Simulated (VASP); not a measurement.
A run of VASP 6.6.1 is set up as follows.

Contents of INCAR:

```
SYSTEM = Ni
  ALGO = Normal
  EDIFF = 1E-7
  ENCUT = 520
  GGA = PE
  ISIF = 2
  ISMEAR = -1
  ISPIN = 2
  LASPH = .TRUE.
  LCHARG = .FALSE.
  LMAXMIX = 4
  LORBIT = 11
  LREAL = .FALSE.
  LWAVE = .FALSE.
  MAGMOM = 1
  NBANDS = 15
  NELM = 150
  PREC = Accurate
  SIGMA = 0.1
```

Contents of KPOINTS:

```
k-points
0
G
  21 21 20
  0 0 0
```

POSCAR

```
Ni
1.0
    2.0279046572      0.0000000000      0.0000000000
   -1.0139523286      1.7562169496      0.0000000000
    0.0000000000      0.0000000000      1.9371014049
Ni
1
Direct
    0.0000000000      0.0000000000      0.0000000000
```

Potentials or basis: VASP PAW PBE potentials, release 64 (Ni).

Launch:

```console
$ cat potpaw_PBE.64/Ni/POTCAR > POTCAR
$ mpirun -np 1 vasp_std > vasp.out
```

Problem. Estimate the pressure.

Solution. 316.5 GPa.

Problem. Estimate the band gap on the k mesh.

Solution. Zero (filled and empty bands overlap).

Problem. Estimate the net moment.

Solution. 0.00 μB per cell.

Stress tensor (GPa, compression positive):
```
318.18   0.00   0.00
  0.00 318.18   0.00
  0.00   0.00 313.03
```
